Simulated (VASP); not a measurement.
A run of VASP 6.6.1:

Contents of POSCAR:

```
CdIn
1.0
    3.1401150000      0.0000000000      0.0000000000
   -1.5700575000      2.7194193608      0.0000000000
    0.0000000000      0.0000000000      5.7718480000
Cd In
1 1
Direct
    0.0000000000      0.0000000000      0.5000000000
    0.6666670000      0.3333330000      0.0000000000
```

Contents of INCAR.step1:

```
PREC = Accurate
ENCUT = 520
ISMEAR = -1
SIGMA = 0.3
LREAL = F
LASPH = T
NELM = 80
NBANDS = 20
GGA = PE
ALGO = Normal
EDIFF = 1E-4
LWAVE = T
LCHARG = F
```

Contents of INCAR.step2:

```
PREC = Accurate
ENCUT = 520
EDIFF = 1E-6
ISMEAR = -1
SIGMA = 0.3
LREAL = F
LASPH = T
NELM = 80
ALGO = Normal
ISIF = 2
LWAVE = F
LCHARG = F
METAGGA = R2SCAN
LMIXTAU = T
NBANDS = 20
ISTART = 1
```

File KPOINTS:

```
Automatic mesh
0
Gamma
  10 10 5
```

Potentials or basis: VASP PAW PBE potentials, release 64 (Cd, In_d).

The run is started by

```bash
$ cat potpaw_PBE.64/Cd/POTCAR potpaw_PBE.64/In_d/POTCAR > POTCAR
$ cp INCAR.step1 INCAR
$ mpirun -np 1 vasp_std > vasp.out
$ cp INCAR.step2 INCAR
$ mpirun -np 1 vasp_std > vasp.out
```

Hardware: 1 thread of AMD EPYC 7R43 64-Core Processor (Zen 3), with other jobs on the host.

Problem. Estimate the wall time of this run.

Solution. Run time: 2.6 min on 1 thread of AMD EPYC 7R43 64-Core Processor (Zen 3), on a shared host, peak memory 0.16 GiB. Counts: k points 42.
